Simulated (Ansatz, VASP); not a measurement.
ZnS3: VASP beside Ansatz

```xyz
4
Lattice="0.0000 3.4106 3.4106 3.4106 0.0000 3.4106 3.4106 3.4106 0.0000" Properties=species:S:1:pos:R:3 pbc="T T T"
Zn    0.0000    0.0000    0.0000
S     1.7053    1.7053    1.7053
S     5.1158    5.1158    5.1158
S     3.4106    3.4106    3.4106
```

Change from the starting cell: species swapped into the V3Mo type (Fm-3m, No. 225).

Alike in both runs: task single point; functional PBE; k mesh 4 × 4 × 4; occupations gaussian, width 0.1 eV; no spin polarisation.

|  | VASP | Ansatz |
| --- | --- | --- |
| version | VASP 6.6.1 | Ansatz 0.2.0 |
| potentials or method | VASP PAW PBE potentials, release 64 (Zn, S), cutoff 520 eV | scalar-relativistic, plane waves, PAW |
| valence electrons in the cell | 30 | 30 |

|  | VASP | Ansatz | Ansatz less VASP |
| --- | --- | --- | --- |
| gap on the k mesh at the Fermi level (eV) | none | none | - |
| pressure (GPa) | -9.6 | -9.6 | +0.02 |

A gap of «none» marks a metal or a gap that the smearing closes. The functional is the same, so the differences come from potentials, cutoffs and numerics.

The k mesh is coarse, so the values compare programs but aren't converged.
